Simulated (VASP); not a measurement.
Input of a VASP 6.6.1 run:

The input INCAR:

```
PREC = Accurate ; ENCUT = 500
EDIFF = 1E-6 ; ISMEAR = 0
SIGMA = 0.01 ; LREAL = False
LASPH = True ; NELM = 120
ALGO = Normal ; ISIF = 2
LWAVE = False ; LCHARG = True
GGA = CA ; LELF = True
LVHAR = True ; NBANDS = 15
GGA_COMPAT = False
```

KPOINTS

```
regular mesh
0
Gamma
  4 4 4
```

The input POSCAR:

```
BaTe
1.0
    4.3460690672      0.0000000000      0.0000000000
    0.0000000000      4.3460690672      0.0000000000
    0.0000000000      0.0000000000      4.3460690672
Ba Te
1 1
Direct
    0.0000000000      0.0000000000      0.0000000000
    0.5000000000      0.5000000000      0.5000000000
```

Potentials or basis: VASP PAW LDA potentials, release 64 (Ba_sv, Te).

The run is started by

```sh
$ cat potpaw_LDA.64/Ba_sv/POTCAR potpaw_LDA.64/Te/POTCAR > POTCAR
$ mpirun -np 1 vasp_std > vasp.out
```

Problem. What does it give for the pressure?

Solution. -4.1 GPa.

Problem. What does it give for the band gap on the k mesh?

Solution. 0.77 eV, indirect (least direct gap 0.86 eV).

Caveat: spin-orbit coupling is left out, which moves the levels of the heavy elements. LDA gaps usually lie below the measured ones, often by a third to a half.
